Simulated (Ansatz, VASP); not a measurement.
**C: VASP beside Ansatz**

```
CELL_PARAMETERS angstrom
1.33592 -3.09947 0.00000
1.33592 3.09947 0.00000
0.00000 0.00000 3.42894
ATOMIC_POSITIONS crystal
C 0.50000 0.50000 0.80527
C 0.50000 0.50000 0.19473
C 0.32198 0.67802 0.50000
C 0.67802 0.32198 0.50000
```

Alike in both runs: functional PBE; k mesh 8 × 8 × 6; occupations gaussian, width 0.1 eV; no spin polarisation.

Ansatz relaxed the structure, and its values are those at the end. VASP's run is a single point on that final structure, the one shown.

|  | VASP | Ansatz |
| --- | --- | --- |
| version | VASP 6.6.1 | Ansatz 0.2.0 |
| potentials or method | VASP PAW PBE potentials, release 64 (C), cutoff 520 eV | scalar-relativistic, plane waves, PAW |
| valence electrons in the cell | 16 | 16 |

Ansatz gave:

* gap on the k mesh at the Fermi level (eV): none
* pressure (GPa): 0.0
* rms of the force components (eV/Å): 0.005

What did VASP give for the same quantities?

gap on the k mesh at the Fermi level (eV): none; pressure (GPa): 0.3; rms of the force components (eV/Å): 0.019.

A gap of «none» marks a metal or a gap that the smearing closes. The functional is the same, so the differences come from potentials, cutoffs and numerics.
